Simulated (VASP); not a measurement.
**Rh: relaxation of cell and atoms with LDA**

The system is Rh.

```
Rh
1.0
     0.00000    1.89785    1.89785
     1.89785    0.00000    1.89785
     1.89785    1.89785    0.00000
Rh
1
Direct
  0.00000 0.00000 0.00000
```

```
Program                : VASP 6.6.1
Task                   : relaxation of cell and atoms
Functional             : LDA
Potentials or basis    : VASP PAW LDA potentials, release 64 (Rh_pv)
Cutoff                 : 600 eV
k mesh                 : 20 × 20 × 20
Occupations            : fermi-dirac, width 0.08 eV
Spin                   : no spin polarisation
Dipole correction      : no
Further INCAR settings : ALGO = Normal; EDIFF = 1e-06; IBRION = 2; EDIFFG = -0.002; NSW = 100; ISIF = 3
```

```
Relaxed volume                        : 13.27 Å³/atom
Relaxed cell                          : a = 2.657 Å, b = 2.657 Å, c = 2.657 Å, α = 60.00°, β = 60.00°, γ = 60.00°
Space group after relaxing (to 0.1 Å) : Fm-3m (No. 225)
Energy gained by relaxing             : 11.5 meV/atom
Ionic steps                           : 8
Pressure after relaxing               : 0.0 GPa
Band gap on the k mesh                : zero (an odd number of electrons rules out a gap without spin polarisation)
```

Step by step:
```tsv
step	energy change (eV)	largest force (eV/Å)	pressure (GPa)	volume (Å³)
1	0.0000	0.0000	-8.83	13.67
2	0.0818	0.0000	31.48	12.23
3	-0.0115	0.0000	-0.35	13.28
4	-0.0115	0.0000	-0.05	13.26
5	-0.0115	0.0000	0.24	13.26
6	-0.0115	0.0000	-0.55	13.29
7	-0.0115	0.0000	-0.03	13.27
8	-0.0115	0.0000	0.01	13.27
```

Final structure:
```cif
data_structure
_symmetry_space_group_name_H-M 'P 1'
_symmetry_Int_Tables_number 1
_cell_length_a 2.6571
_cell_length_b 2.6571
_cell_length_c 2.6571
_cell_angle_alpha 60.000
_cell_angle_beta 60.000
_cell_angle_gamma 60.000
_cell_volume 13.27
loop_
_atom_site_label
_atom_site_type_symbol
_atom_site_fract_x
_atom_site_fract_y
_atom_site_fract_z
_atom_site_occupancy
Rh1 Rh 0.00000 0.00000 0.00000 1
```

Levels at points of the mesh, in eV from the Fermi level:
```
           k point  band 3  band 4  band 5  band 6  band 7  band 8  band 9  band 10  band 11
(0.00, 0.00, 0.00)  -46.22   -8.29   -3.28   -3.28   -3.28   -1.04   -1.04    15.91    20.26
(0.50, 0.00, 0.00)  -46.34   -6.47   -3.36   -3.36    0.62    0.62    0.66     8.97    15.45
(0.50, 0.50, 0.00)  -46.53   -6.69   -6.32    0.61    1.06    1.06    3.25    12.71    13.42
```

It took 54 s on 1 thread of Intel(R) Xeon(R) 6975P-C (Granite Rapids) (shared host), peak memory 0.18 GiB.

LDA usually gives volumes a few per cent too small. Zero-point motion and thermal expansion aren't in these numbers.
